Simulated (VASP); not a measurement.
# Al15GaAs16 (P1) in VASP: further runs

Runs on Al15GaAs16. Level: PBEsol. Tasks: single point, relaxation of volume and atoms at fixed shape.

Program: VASP 6.6.1. These are calculated values, not measurements. Logs are shortened: lines on timing, memory, paths and dates and some standing lists are left out, and cuts for length are marked.

**1. The cell of the first run**

The typed cell holds 128 atoms: a = 16.047 Å, b = 16.047 Å, c = 16.047 Å, α = 60.00°, β = 60.00°, γ = 60.00°.

**2. Single point, PBEsol**

The input, INCAR:

```
SYSTEM = Al15GaAs16
PREC = Accurate
ENCUT = 520
EDIFF = 1E-6
ISMEAR = -1
SIGMA = 0.05
LREAL = Auto
LASPH = .TRUE.
NELM = 60
ALGO = Normal
ISIF = 2
LWAVE = .FALSE.
LCHARG = .TRUE.
GGA = PS
LELF = .TRUE.
LVHAR = .TRUE.
NBANDS = 346
LUSENCCL = .FALSE.
```

The input, KPOINTS:

```
Automatic mesh
0
Gamma
  1 1 1
  0.5 0.5 0.5
```

The input, POSCAR:

```
Al15GaAs16
1.0
    0.0000000000     11.3471918102     11.3471918102
   11.3471918102      0.0000000000     11.3471918102
   11.3471918102     11.3471918102      0.0000000000
Al Ga As
60 4 64
Direct
    0.0000610000      0.9998260000      0.9999550000
    0.5000270000      0.9998810000      0.9999180000
    0.0000840000      0.4996900000      0.0003330000
    0.0001010000      0.9999830000      0.4997960000
    0.2504840000      0.2496100000      0.2497060000
    0.5000550000      0.4996850000      0.0001430000
[... 120 lines left out ...]
    0.0629870000      0.8122400000      0.8122860000
    0.5627070000      0.8124990000      0.8124760000
```

Potentials or basis: VASP PAW PBE potentials, release 64 (Al, Ga_d, As).

Run with:

```console
> cat potpaw_PBE.64/Al/POTCAR potpaw_PBE.64/Ga_d/POTCAR potpaw_PBE.64/As/POTCAR > POTCAR
> mpirun -np 1 vasp_std > vasp.out
```

OUTCAR:

```text
SYSTEM = Al15GaAs16
   PREC = Accurate
   ENCUT = 520
   EDIFF = 1E-6
   ISMEAR = -1
   LREAL = Auto
   LASPH = .TRUE.
   NELM = 60
   ISIF = 2
   GGA = PS

 ion  position               nearest neighbor table
   1  0.000  1.000  1.000- 114 2.46  87 2.46 101 2.46  65 2.46
   2  0.500  1.000  1.000- 113 2.46  91 2.46 104 2.46  66 2.46
   3  0.000  0.500  0.000- 119 2.46  97 2.46  93 2.46  67 2.46
   4  0.000  1.000  0.500- 120 2.46 109 2.46  81 2.46  68 2.46
   5  0.250  0.250  0.250-  98 2.45  82 2.46 115 2.46  69 2.46
   6  0.500  0.500  0.000- 116 2.46  99 2.46  95 2.46  70 2.46
[... 120 lines left out ...]
 127  0.063  0.812  0.812-  61 2.46  35 2.46  22 2.46  59 2.46
 128  0.563  0.812  0.812-  38 2.46  26 2.46  15 2.46  60 2.46

  LATTYP: Found a face centered cubic cell.
 ALAT       =    22.6943836204

  Lattice vectors:

 A1 = (   0.0000000000,  11.3471918102,  11.3471918102)
 A2 = (  11.3471918102,   0.0000000000,  11.3471918102)
 A3 = (  11.3471918102,  11.3471918102,   0.0000000000)

Analysis of symmetry for initial positions (statically):
=====================================================================
 Subroutine PRICEL returns:
 Original cell was already a primitive cell.

 Routine SETGRP: Setting up the symmetry group for a
 face centered cubic supercell.

 Subroutine GETGRP returns: Found  1 space group operations
 (whereof  1 operations were pure point group operations)
 out of a pool of 48 trial point group operations.

The static configuration has the point symmetry C_1 .

Analysis of symmetry for dynamics (positions and initial velocities):
=====================================================================
 Subroutine PRICEL returns:
 Original cell was already a primitive cell.

 Routine SETGRP: Setting up the symmetry group for a
 face centered cubic supercell.

 Subroutine GETGRP returns: Found  1 space group operations
 (whereof  1 operations were pure point group operations)
 out of a pool of 48 trial point group operations.

The dynamic configuration has the point symmetry C_1 .

 Subroutine INISYM returns: Found  1 space group operations
 (whereof  1 operations are pure point group operations),
 and found     1 'primitive' translations

----------------------------------------------------------------------------------------

                                     Primitive cell

  volume of cell :    2922.1007

  direct lattice vectors                    reciprocal lattice vectors
     0.000000000 11.347191810 11.347191810    -0.044063766  0.044063766  0.044063766
    11.347191810  0.000000000 11.347191810     0.044063766 -0.044063766  0.044063766
    11.347191810 11.347191810  0.000000000     0.044063766  0.044063766 -0.044063766

  length of vectors
    16.047352553 16.047352553 16.047352553     0.076320681  0.076320681  0.076320681

  position of ions in fractional coordinates (direct lattice)
     0.000061000  0.999826000  0.999955000
     0.500027000  0.999881000  0.999918000
     0.000084000  0.499690000  0.000333000
     0.000101000  0.999983000  0.499796000
     0.250484000  0.249610000  0.249706000
     0.500055000  0.499685000  0.000143000
[... 120 lines left out ...]
     0.062987000  0.812240000  0.812286000
     0.562707000  0.812499000  0.812476000

  ion indices of the primitive-cell ions
   primitive index   ion index
                 1           1
                 2           2
                 3           3
                 4           4
                 5           5
                 6           6
[... 85 lines left out ...]
                92          92
                93          93
   k-points           NKPTS =      4   k-points in BZ     NKDIM =      4   number of bands    NBANDS=    346
   number of dos      NEDOS =    301   number of ions     NIONS =    128
   total plane-waves  NPLWV = ******
   dimension x,y,z NGX =   120 NGY =  120 NGZ =  120
   dimension x,y,z NGXF=   240 NGYF=  240 NGZF=  240
   ions per type =              60   4  64
   NGX,Y,Z   is equivalent  to a cutoff of  12.43, 12.43, 12.43 a.u.
   NGXF,Y,Z  is equivalent  to a cutoff of  24.86, 24.86, 24.86 a.u.
 SYSTEM =  Al15GaAs16
   PREC   = accura    normal or accurate (medium, high low for compatibility)
   ISTART =      0    job   : 0-new  1-cont  2-samecut
   ICHARG =      2    charge: 1-file 2-atom 10-const
   ISPIN  =      1    spin polarized calculation?
   LNONCOLLINEAR =      F non collinear calculations
   LSORBIT =      F    spin-orbit coupling
   LASPH  =      T    aspherical Exc in radial PAW
   ENCUT  =  520.0 eV  38.22 Ry    6.18 a.u.  29.84 29.84 29.84*2*pi/ulx,y,z
   NELM   =     60;   NELMIN=  2; NELMDL= -5     # of ELM steps
   EDIFF  = 0.1E-05   stopping-criterion for ELM
   LREAL  =      T    real-space projection
   EDIFFG = 0.1E-04   stopping-criterion for IOM
   NSW    =      0    number of steps for IOM
   IBRION =     -1    ionic relax: 0-MD 1-quasi-New 2-CG
   NFREE  =      0    steps in history (QN), initial steepest desc. (CG)
   ISIF   =      2    stress and relaxation
   ISYM   =      2    0-nonsym 1-usesym 2-fastsym
   POTIM  = 0.5000    time-step for ionic-motion
   TEBEG  =    0.0;   TEEND  =   0.0 temperature during run
   PSTRESS=    0.0 pullay stress
   NELECT =     552.0000    total number of electrons
   NUPDOWN=      -1.0000    fix difference up-down
   EMIN   =  10.00;   EMAX   =-10.00  energy-range for DOS
   EFERMI =   0.00;   METHOD = LEGACY
   ISMEAR =    -1;   SIGMA  =   0.05  broadening in eV -4-tet -1-fermi 0-gaus
   EFERMI_NEDOS =   21; number of points for ismear=-14 and -15
   IALGO  =     38    algorithm
   IMIX   =      4    mixing-type and parameters
     AMIX     =   0.40;   BMIX     =  1.00
     AMIX_MAG =   1.60;   BMIX_MAG =  1.00
  volume/ion in A,a.u.               =      22.83       154.06
  Fermi-wavevector in a.u.,A,eV,Ry     =   0.939340  1.775095 12.005231  0.882360
  Thomas-Fermi vector in A             =   2.066642
   LORBIT       =      0    0 simple, 1 ext, 2 COOP (PROOUT), +10 PAW based schemes
   GGA     = PS    functional components
   LHFCALC =     F    Hartree Fock is set to
   AEXX    =    0.0000 exact exchange contribution
   IVDW    =     0    specifies the selected vdW correction
   LEPSILON=     F    determine dielectric tensor
   LRPA    =     F    only Hartree local field effects (RPA)
 non-spin polarized calculation
  energy-cutoff  :      520.00
  volume of cell :     2922.10
 maximum number of plane-waves:     78678
 NGX is ok and might be reduce to   120
   NGX = 59   NGY = 59   NGZ = 59

 number of electron     551.9999940 magnetization

 Free energy of the ion-electron system (eV)
  ---------------------------------------------------
  ext. energy  EPLUGINS =         0.00000000
  ---------------------------------------------------
  free energy    TOTEN  =      -640.17942066 eV

  energy without entropy =     -640.17942057  energy(sigma->0) =     -640.17942062

 E-fermi :   4.5324     XC(G=0):  -9.2045

 val. band max:        3.5898189520   @ k =   0.0000   0.5000   0.0000
 cond. band min:       5.4654863304   @ k =   0.0000   0.5000   0.0000
 fundamental gap:      1.8756673784
 Fermi energy:         4.5323671698

 k-point     1 :       0.5000    0.5000    0.5000
  band No.  band energies     occupation
      1     -10.6526      2.00000
      2     -10.6520      2.00000
      3     -10.6518      2.00000
      4     -10.6516      2.00000
      5     -10.6510      2.00000
      6     -10.6509      2.00000
[... 280 lines left out ...]
    287       6.1453      0.00000
    288       6.1565      0.00000

 k-point     2 :       0.5000    0.0000    0.0000
  band No.  band energies     occupation
      1     -10.6526      2.00000
      2     -10.6520      2.00000
      3     -10.6518      2.00000
      4     -10.6516      2.00000
      5     -10.6510      2.00000
      6     -10.6509      2.00000
[... 280 lines left out ...]
    287       6.1312      0.00000
    288       6.1561      0.00000

 k-point     3 :       0.0000    0.0000    0.5000
  band No.  band energies     occupation
      1     -10.6526      2.00000
      2     -10.6521      2.00000
      3     -10.6518      2.00000
      4     -10.6516      2.00000
      5     -10.6510      2.00000
      6     -10.6509      2.00000
[... 280 lines left out ...]
    287       6.1193      0.00000
    288       6.1539      0.00000

 k-point     4 :       0.0000    0.5000    0.0000
  band No.  band energies     occupation
      1     -10.6526      2.00000
      2     -10.6520      2.00000
      3     -10.6518      2.00000
      4     -10.6516      2.00000
      5     -10.6510      2.00000
      6     -10.6509      2.00000
[... 280 lines left out ...]
    287       6.1186      0.00000
    288       6.1485      0.00000
 [bands above 288 left out]

------------------------ aborting loop because EDIFF is reached ----------------------------------------

  FORCE on cell =-STRESS in cart. coord.  units (eV):
  Direction    XX          YY          ZZ          XY          YZ          ZX
  --------------------------------------------------------------------------------------
  -------------------------------------------------------------------------------------
  Total        5.9113204      5.9393315      5.9321810     -0.4238469     -0.4622864     -0.4714856
  in kB        3.2411557      3.2565141      3.2525935     -0.2323937     -0.2534700     -0.2585139
  external PRESSURE =       3.2500878 kB  Pullay stress =       0.0000000 kB

 VOLUME and BASIS-vectors are now :
 -----------------------------------------------------------------------------
  energy-cutoff  :      520.00
  volume of cell :     2922.10
      direct lattice vectors                 reciprocal lattice vectors
     0.000000000 11.347191810 11.347191810    -0.044063766  0.044063766  0.044063766
    11.347191810  0.000000000 11.347191810     0.044063766 -0.044063766  0.044063766
    11.347191810 11.347191810  0.000000000     0.044063766  0.044063766 -0.044063766

 POSITION                                       TOTAL-FORCE (eV/Angst)
 -----------------------------------------------------------------------------------
     22.69190     11.34737     11.34591         0.006255      0.012074      0.010648
     22.69210     17.02016     17.01974         0.008920      0.009450      0.008558
      5.67386      0.00473      5.67103         0.007423      0.009439      0.000547
     17.01828      5.67243     11.34814         0.008571     -0.000137      0.011747
      5.66583      5.67575      5.67466         0.015755      0.002874      0.005575
      5.67164      5.67584     11.34424         0.011862      0.013035      0.008511
[... 120 lines left out ...]
     18.43381      9.93189      9.93137        -0.000364      0.006347      0.001210
     18.43890     15.60447     15.60473        -0.010205     -0.008445     -0.011207
 -----------------------------------------------------------------------------------
    total drift:                                0.005583      0.061515      0.046768

  FREE ENERGIE OF THE ION-ELECTRON SYSTEM (eV)
  ---------------------------------------------------
  free  energy   TOTEN  =      -640.1794206579 eV

  energy  without entropy=     -640.1794205745  energy(sigma->0) =     -640.17942062
```

Run time: 7.7 min. Hardware: 1 × NVIDIA H100 80GB with 1 thread of AMD EPYC 7R13 (Zen 3), shared host; peak memory 4.5 GiB.

What came out:

```yaml
Free_energy: -640.1794 eV
Pressure: 0.3 GPa
Largest_force: 0.036 eV/Å
Band_gap_on_the_k_mesh: 1.88 eV
```

Forces in eV/Å, atoms in the order of the input:
```
Al   0.006  0.012  0.011
Al   0.009  0.009  0.009
Al   0.007  0.009  0.001
Al   0.009  0.000  0.012
Al   0.016  0.003  0.006
Al   0.012  0.013  0.009
Al   0.011  0.009  0.015
Al   0.010  0.004  0.005
Al   0.008  0.009  0.010
Al   0.011  0.005  0.012
Al   0.015  0.008  0.006
Al   0.008  0.012  0.007
Al   0.007  0.011  0.003
Al   0.003  0.006  0.011
Al   0.006  0.012  0.015
Al   0.011  0.009  0.004
Al   0.013  0.006  0.001
Al   0.004  0.012  0.002
Al   0.013  0.013  0.009
Al   0.014  0.018  0.010
Al   0.011  0.007  0.011
Al   0.002  0.010  0.009
Al   0.005  0.009  0.014
Al   0.005  0.015  0.005
Al   0.009  0.008  0.015
Al   0.009  0.010  0.008
Al   0.012  0.013  0.010
Al   0.012  0.007  0.008
Al   0.009  0.007  0.006
Al   0.009  0.012  0.010
Al   0.008  0.008  0.011
Al   0.016  0.003  0.005
Al   0.007  0.003  0.005
Al   0.010  0.012  0.007
Al   0.000  0.006  0.011
Al   0.007  0.004  0.011
Al   0.007  0.013  0.001
Al   0.014  0.007  0.009
Al   0.007  0.011  0.003
Al   0.012  0.008  0.012
Al   0.008  0.011  0.005
Al   0.006  0.011  0.010
Al   0.012  0.012  0.008
Al   0.010  0.011  0.007
Al   0.008  0.004  0.005
Al   0.009  0.009  0.009
Al   0.009  0.010  0.007
Al   0.008  0.011  0.009
Al   0.011  0.007  0.010
Al   0.007  0.009  0.003
Al   0.007  0.010  0.013
Al   0.011  0.013  0.009
Al   0.010  0.012  0.009
Al   0.006  0.012  0.009
Al   0.011  0.009  0.001
Al   0.012  0.010  0.009
Al   0.009  0.011  0.006
Al   0.005  0.009  0.009
Al   0.014  0.007  0.007
Al   0.011  0.007  0.007
Ga  -0.003 -0.014 -0.006
Ga  -0.007 -0.001 -0.006
Ga  -0.010 -0.003 -0.005
Ga   0.000 -0.004 -0.002
As  -0.013 -0.012 -0.010
As  -0.009 -0.007 -0.008
As  -0.013 -0.017 -0.009
As  -0.007 -0.009 -0.009
As   0.001 -0.001 -0.002
As  -0.008 -0.009 -0.009
As  -0.007 -0.008 -0.012
As  -0.010  0.012  0.011
As  -0.001  0.000  0.006
As  -0.010 -0.008 -0.011
As  -0.008 -0.012 -0.008
As  -0.005 -0.010 -0.010
As  -0.011 -0.007 -0.010
As  -0.008 -0.010 -0.006
As  -0.016 -0.015 -0.018
As  -0.011 -0.003 -0.009
As   0.005 -0.001  0.002
As  -0.014 -0.003 -0.003
As   0.010 -0.006  0.009
As  -0.012 -0.012 -0.018
As  -0.006 -0.013 -0.014
As  -0.012 -0.009 -0.009
As  -0.006 -0.013 -0.005
As  -0.009 -0.012 -0.003
As  -0.015 -0.011 -0.010
As  -0.010 -0.011 -0.010
As  -0.009 -0.014 -0.006
As  -0.002 -0.010 -0.009
As  -0.021 -0.023 -0.019
As   0.001  0.009  0.000
As  -0.013 -0.008 -0.008
As  -0.008 -0.015 -0.012
As   0.006 -0.001  0.001
As  -0.017 -0.003 -0.012
As  -0.004  0.002  0.002
As  -0.006 -0.012 -0.006
As  -0.004 -0.008 -0.003
As  -0.012 -0.012 -0.010
As  -0.012 -0.010  0.000
As  -0.013 -0.010 -0.011
As  -0.012 -0.012 -0.010
As  -0.013 -0.015 -0.008
As  -0.005 -0.014 -0.009
As  -0.009 -0.009 -0.011
As  -0.015 -0.009 -0.012
As   0.007 -0.002  0.005
As  -0.009 -0.007 -0.012
As   0.001  0.002  0.002
As  -0.012 -0.014 -0.011
As  -0.008 -0.012 -0.010
As  -0.016 -0.014 -0.016
As  -0.010 -0.010 -0.006
As  -0.009 -0.012 -0.003
As  -0.021 -0.015 -0.014
As  -0.013 -0.005 -0.007
As  -0.010 -0.014 -0.014
As  -0.016 -0.013 -0.007
As   0.002  0.005 -0.002
As  -0.014 -0.009 -0.012
As  -0.007 -0.009 -0.006
As  -0.005 -0.005 -0.012
As  -0.010 -0.012 -0.010
As   0.000  0.006  0.001
As  -0.010 -0.008 -0.011
```

Levels at points of the mesh, in eV from the valence-band top:
```csv
k point,band 273,band 274,band 275,band 276,band 277,band 278,band 279,band 280
"(0.50, 0.50, 0.50)",-0.02,-0.01,-0.01,-0.01,1.90,1.90,1.92,1.92
"(0.50, 0.00, 0.00)",-0.02,-0.02,-0.01,0.00,1.90,1.91,1.91,1.93
"(0.00, 0.00, 0.50)",-0.01,-0.01,-0.01,-0.01,1.88,1.90,1.92,1.94
"(0.00, 0.50, 0.00)",-0.02,-0.02,-0.01,0.00,1.88,1.91,1.92,1.93
```

Caveat: the PAW data sets were made with another functional, which shifts forces and pressure a little; a shifted mesh leaves out Γ, where band edges can lie. A k mesh can miss the band edges.

(Continued in part 2 of 2.)
